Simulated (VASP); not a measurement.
# SnS2 (P-3m1) in VASP: a series of runs

The runs below take SnS2 through single point, with r2SCAN, PBE.

All numbers are computed with VASP 6.6.1; they aren't measurements. Logs are shortened: lines on timing, memory, paths and dates and some standing lists are left out, and cuts for length are marked.

### Step 1. The cell of the first run

It takes space group P-3m1 (No. 164, trigonal). The conventional cell has a = 3.661 Å, b = 3.661 Å, c = 5.962 Å, α = 90.00°, β = 90.00°, γ = 120.00°. Within 3.4 Å of Sn (site symmetry -3m) lie 6 S at 2.57 Å. Within 3.4 Å of S (site symmetry 3m) lie 3 Sn at 2.57 Å.

### Step 2. Single point, r2SCAN

Input file POSCAR:

```
SnS2
1.0
    3.6607452510      0.0000000000      0.0000000000
   -1.8303726255      3.1702983842      0.0000000000
    0.0000000000      0.0000000000      5.9618843037
Sn S
1 2
Direct
    0.0000000000      0.0000000000      0.0000000000
    0.3333333333      0.6666666667      0.2455884213
    0.6666666667      0.3333333333      0.7544115787
```

Input file INCAR.step1:

```
SYSTEM = SnS2
ALGO     = Normal         ! electronic algorithm
EDIFF    = 1E-5           ! SCF threshold, eV
ENCUT    = 550            ! plane-wave cutoff, eV
GGA      = PE             ! functional
GGA_COMPAT= .False.      
ISMEAR   = 0              ! smearing method
LASPH    = .True.         ! aspherical terms in the spheres
LCHARG   = .False.        ! write CHGCAR
LREAL    = .False.        ! projectors in reciprocal space
LWAVE    = .True.         ! write WAVECAR
NBANDS   = 20             ! bands
NELM     = 120            ! most SCF steps
PREC     = Accurate       ! precision mode
SIGMA    = 0.01           ! smearing width, eV
```

Input file INCAR.step2:

```
SYSTEM = SnS2
ALGO     = Normal         ! electronic algorithm
EDIFF    = 1E-6           ! SCF threshold, eV
ENCUT    = 550            ! plane-wave cutoff, eV
GGA_COMPAT= .False.      
ISIF     = 2              ! what is computed and relaxed
ISMEAR   = 0              ! smearing method
ISTART   = 1            
LASPH    = .True.         ! aspherical terms in the spheres
LCHARG   = .True.         ! write CHGCAR
LELF     = .True.         ! ELF
LMIXTAU  = .True.       
LREAL    = .False.        ! projectors in reciprocal space
LVHAR    = .True.       
LWAVE    = .False.        ! write WAVECAR
METAGGA  = R2SCAN         ! meta-GGA
NBANDS   = 20             ! bands
NELM     = 120            ! most SCF steps
PREC     = Accurate       ! precision mode
SIGMA    = 0.01           ! smearing width, eV
```

Input file KPOINTS:

```
k-points
0
Gamma
  6 6 4
  0 0 0
```

Potentials or basis: VASP PAW PBE potentials, release 64 (Sn_d, S).

Launch:

```console
cat potpaw_PBE.64/Sn_d/POTCAR potpaw_PBE.64/S/POTCAR > POTCAR
cp INCAR.step1 INCAR
mpirun -np 1 vasp_std > vasp.out
cp INCAR.step2 INCAR
mpirun -np 1 vasp_std > vasp.out
```

OUTCAR:

```text
SYSTEM = SnS2
   EDIFF = 1E-6
   ENCUT = 550
   ISIF = 2
   ISMEAR = 0
   ISTART = 1
   LASPH = .True.
   LREAL = .False.
   METAGGA = R2SCAN
   NELM = 120
   PREC = Accurate

 ion  position               nearest neighbor table
   1  0.000  0.000  0.000-   2 2.57   3 2.57   3 2.57   2 2.57   3 2.57   2 2.57
   2  0.333  0.667  0.246-   1 2.57   1 2.57   1 2.57
   3  0.667  0.333  0.754-   1 2.57   1 2.57   1 2.57

  LATTYP: Found a hexagonal cell.
 ALAT       =     3.6607452510
 C/A-ratio  =     1.6285985216

  Lattice vectors:

 A1 = (   3.6607452510,   0.0000000000,   0.0000000000)
 A2 = (  -1.8303726255,   3.1702983842,   0.0000000000)
 A3 = (   0.0000000000,   0.0000000000,   5.9618843037)

Analysis of symmetry for initial positions (statically):
=====================================================================
 Subroutine PRICEL returns:
 Original cell was already a primitive cell.

 Routine SETGRP: Setting up the symmetry group for a
 hexagonal supercell.

 Subroutine GETGRP returns: Found 12 space group operations
 (whereof 12 operations were pure point group operations)
 out of a pool of 24 trial point group operations.

The static configuration has the point symmetry D_3d.

Analysis of symmetry for dynamics (positions and initial velocities):
=====================================================================
 Subroutine PRICEL returns:
 Original cell was already a primitive cell.

 Routine SETGRP: Setting up the symmetry group for a
 hexagonal supercell.

 Subroutine GETGRP returns: Found 12 space group operations
 (whereof 12 operations were pure point group operations)
 out of a pool of 24 trial point group operations.

The dynamic configuration has the point symmetry D_3d.

 Subroutine INISYM returns: Found 12 space group operations
 (whereof 12 operations are pure point group operations),
 and found     1 'primitive' translations

----------------------------------------------------------------------------------------

                                     Primitive cell

  volume of cell :      69.1916

  direct lattice vectors                    reciprocal lattice vectors
[... 80 lines left out ...]
   ISTART =      1    job   : 0-new  1-cont  2-samecut
   ICHARG =      0    charge: 1-file 2-atom 10-const
   ISPIN  =      1    spin polarized calculation?
   LNONCOLLINEAR =      F non collinear calculations
   LSORBIT =      F    spin-orbit coupling
   LASPH  =      T    aspherical Exc in radial PAW
   ENCUT  =  550.0 eV  40.42 Ry    6.36 a.u.   7.00  7.00 11.40*2*pi/ulx,y,z
   NELM   =    120;   NELMIN=  2; NELMDL=  0     # of ELM steps
   EDIFF  = 0.1E-05   stopping-criterion for ELM
   LREAL  =      F    real-space projection
   EDIFFG = 0.1E-04   stopping-criterion for IOM
   NSW    =      0    number of steps for IOM
   IBRION =     -1    ionic relax: 0-MD 1-quasi-New 2-CG
   NFREE  =      0    steps in history (QN), initial steepest desc. (CG)
   ISIF   =      2    stress and relaxation
   ISYM   =      2    0-nonsym 1-usesym 2-fastsym
   POTIM  = 0.5000    time-step for ionic-motion
   TEBEG  =    0.0;   TEEND  =   0.0 temperature during run
   PSTRESS=    0.0 pullay stress
   NELECT =      26.0000    total number of electrons
   NUPDOWN=      -1.0000    fix difference up-down
   EMIN   =  10.00;   EMAX   =-10.00  energy-range for DOS
   EFERMI =   0.00;   METHOD = LEGACY
   ISMEAR =     0;   SIGMA  =   0.01  broadening in eV -4-tet -1-fermi 0-gaus
   EFERMI_NEDOS =   21; number of points for ismear=-14 and -15
   IALGO  =     38    algorithm
   IMIX   =      4    mixing-type and parameters
     AMIX     =   0.40;   BMIX     =  1.00
     AMIX_MAG =   1.60;   BMIX_MAG =  1.00
  volume/ion in A,a.u.               =      23.06       155.64
  Fermi-wavevector in a.u.,A,eV,Ry     =   1.181358  2.232443 18.988384  1.395607
  Thomas-Fermi vector in A             =   2.317633
   LORBIT       =      0    0 simple, 1 ext, 2 COOP (PROOUT), +10 PAW based schemes
   METAGGA = R2SCAN    functional components
   LHFCALC =     F    Hartree Fock is set to
   AEXX    =    0.0000 exact exchange contribution
   IVDW    =     0    specifies the selected vdW correction
   LEPSILON=     F    determine dielectric tensor
   LRPA    =     F    only Hartree local field effects (RPA)
 non-spin polarized calculation
 Gauss-broadening in eV      SIGMA  =   0.01
  energy-cutoff  :      550.00
  volume of cell :       69.19
 maximum number of plane-waves:      2044
   NGX = 13   NGY = 13   NGZ = 23

 number of electron      26.0000007 magnetization

 Free energy of the ion-electron system (eV)
  ---------------------------------------------------
  ext. energy  EPLUGINS =         0.00000000
  ---------------------------------------------------
  free energy    TOTEN  =       -42.21696690 eV

  energy without entropy =      -42.21696690  energy(sigma->0) =      -42.21696690

 E-fermi :   4.2351     XC(G=0): -10.1066

 val. band max:        4.1749033393   @ k =   0.0000   0.0000   0.0000
 cond. band min:       5.9990994272   @ k =   0.5000   0.0000   0.2500
 fundamental gap:      1.8241960879
 Fermi energy:         4.2350685304

 k-point     1 :       0.0000    0.0000    0.0000
  band No.  band energies     occupation
      1     -17.3704      2.00000
      2     -17.3704      2.00000
      3     -17.3040      2.00000
      4     -17.2815      2.00000
      5     -17.2815      2.00000
      6     -10.0898      2.00000
[... 541 lines left out ...]
     19      14.3124      0.00000
     20      14.4226      0.00000

------------------------ aborting loop because EDIFF is reached ----------------------------------------

  FORCE on cell =-STRESS in cart. coord.  units (eV):
  Direction    XX          YY          ZZ          XY          YZ          ZX
  --------------------------------------------------------------------------------------
  -------------------------------------------------------------------------------------
  Total        0.3826179      0.3826179      0.3395728     -0.0000000      0.0000000      0.0000000
  in kB        8.8597742      8.8597742      7.8630366     -0.0000000      0.0000000      0.0000000
  external PRESSURE =       8.5275283 kB  Pullay stress =       0.0000000 kB

 VOLUME and BASIS-vectors are now :
 -----------------------------------------------------------------------------
  energy-cutoff  :      550.00
  volume of cell :       69.19
      direct lattice vectors                 reciprocal lattice vectors
     3.660745251  0.000000000  0.000000000     0.273168421  0.157713861  0.000000000
    -1.830372625  3.170298384  0.000000000     0.000000000  0.315427723  0.000000000
     0.000000000  0.000000000  5.961884304     0.000000000  0.000000000  0.167732205

 POSITION                                       TOTAL-FORCE (eV/Angst)
 -----------------------------------------------------------------------------------
      0.00000      0.00000      0.00000         0.000000      0.000000      0.000000
     -0.00000      2.11353      1.46417         0.000000      0.000000     -0.041102
      1.83037      1.05677      4.49771        -0.000000     -0.000000      0.041102
 -----------------------------------------------------------------------------------
    total drift:                               -0.000000     -0.000000      0.000000

  FREE ENERGIE OF THE ION-ELECTRON SYSTEM (eV)
  ---------------------------------------------------
  free  energy   TOTEN  =       -42.2169668997 eV

  energy  without entropy=      -42.2169668997  energy(sigma->0) =      -42.21696690
```

OUTCAR.step1:

```text
SYSTEM = SnS2
   EDIFF = 1E-5
   ENCUT = 550
   GGA = PE
   ISMEAR = 0
   LASPH = .True.
   LREAL = .False.
   NELM = 120
[... 772 lines left out ...]
      0.00000      0.00000      0.00000        -0.000000      0.000000      0.000000
     -0.00000      2.11353      1.46417         0.000000      0.000000      0.207987
      1.83037      1.05677      4.49771         0.000000     -0.000000     -0.207987
 -----------------------------------------------------------------------------------
    total drift:                               -0.000000     -0.000000      0.000000

  FREE ENERGIE OF THE ION-ELECTRON SYSTEM (eV)
  ---------------------------------------------------
  free  energy   TOTEN  =       -13.1641199454 eV

  energy  without entropy=      -13.1641199454  energy(sigma->0) =      -13.16411995
```

Run time: 2.7 min. Hardware: 1 thread of Intel Xeon 6975P-C, shared host; peak memory 0.21 GiB.

What came out:

```
Free energy            : -42.2170 eV
Pressure               : 0.9 GPa
Largest force          : 0.041 eV/Å
Band gap on the k mesh : 1.82 eV, indirect (least direct gap 2.25 eV)
```

Forces in eV/Å, atoms in the order of the input:
```
Sn   0.000  0.000  0.000
S    0.000  0.000 -0.041
S    0.000  0.000  0.041
```

Stress tensor (GPa, compression positive):
```
0.89 0.00 0.00
0.00 0.89 0.00
0.00 0.00 0.79
```

Levels at points of the mesh, in eV from the valence-band top:
| k point | band 9 | band 10 | band 11 | band 12 | band 13 | band 14 | band 15 | band 16 | band 17 | band 18 |
| --- | --- | --- | --- | --- | --- | --- | --- | --- | --- | --- |
| (0.00, 0.00, 0.00) | -0.64 | -0.64 | -0.34 | -0.34 | 0.00 | 2.43 | 4.19 | 5.90 | 5.90 | 9.52 |
| (0.50, 0.00, 0.00) | -4.41 | -2.65 | -2.58 | -0.90 | -0.28 | 2.02 | 5.05 | 6.52 | 6.73 | 8.23 |
| (0.00, 0.00, 0.50) | -1.81 | -0.72 | -0.72 | -0.22 | -0.22 | 3.49 | 4.27 | 5.66 | 5.66 | 9.57 |
| (0.50, 0.00, 0.50) | -4.81 | -2.44 | -1.80 | -0.67 | -0.58 | 1.85 | 5.25 | 6.14 | 6.94 | 7.50 |

Caveat: the PAW data sets were made with another functional, which shifts forces and pressure a little; spin-orbit coupling is left out, which moves the levels of the heavy elements.

### Step 3. Single point, PBE

Input file INCAR:

```
  ALGO = Normal
  EDIFF = 1E-6
  ENCUT = 500
  GGA = PE
  GGA_COMPAT = F
  ISIF = 2
  ISMEAR = 0
  LASPH = T
  LCHARG = T
  LELF = T
  LREAL = F
  LVHAR = T
  LWAVE = F
  NBANDS = 20
  NELM = 120
  PREC = Accurate
  SIGMA = 0.01
```

Input file KPOINTS:

```
k-points
0
Gamma
  12 12 4
```

POSCAR is that of step 2.

Potentials or basis: VASP PAW PBE potentials, release 64 (Sn_d, S).

Launch:

```console
cat potpaw_PBE.64/Sn_d/POTCAR potpaw_PBE.64/S/POTCAR > POTCAR
mpirun -np 1 vasp_std > vasp.out
```

It took 1.8 min on 1 thread of Intel Xeon 6975P-C, shared host; peak memory 0.23 GiB.

Results (log left out):

```yaml
Free_energy: -13.1698 eV
Pressure: 3.0 GPa
Largest_force: 0.215 eV/Å
Band_gap_on_the_k_mesh: 1.50 eV, indirect (least direct gap 1.92 eV)
```

Forces in eV/Å, atoms in the order of the input:
```
Sn   0.000  0.000  0.000
S    0.000  0.000  0.215
S    0.000  0.000 -0.215
```

Stress tensor (GPa, compression positive):
```
2.94 0.00 0.00
0.00 2.94 0.00
0.00 0.00 3.10
```

Levels at points of the mesh, in eV from the valence-band top:
```tsv
k point	band 10	band 11	band 12	band 13	band 14	band 15	band 16	band 17
(0.00, 0.00, 0.00)	-0.62	-0.33	-0.33	-0.01	1.96	3.67	5.44	5.44
(0.50, 0.00, 0.00)	-2.60	-2.50	-0.91	-0.27	1.71	4.54	6.06	6.23
(0.00, 0.00, 0.50)	-0.69	-0.69	-0.21	-0.21	3.05	3.73	5.21	5.21
(0.50, 0.00, 0.50)	-2.36	-1.78	-0.66	-0.57	1.52	4.76	5.66	6.44
```

Caveat: spin-orbit coupling is left out, which moves the levels of the heavy elements; this functional lacks dispersion, which binds the layers, so the pressure and a relaxed spacing across them are unreliable.
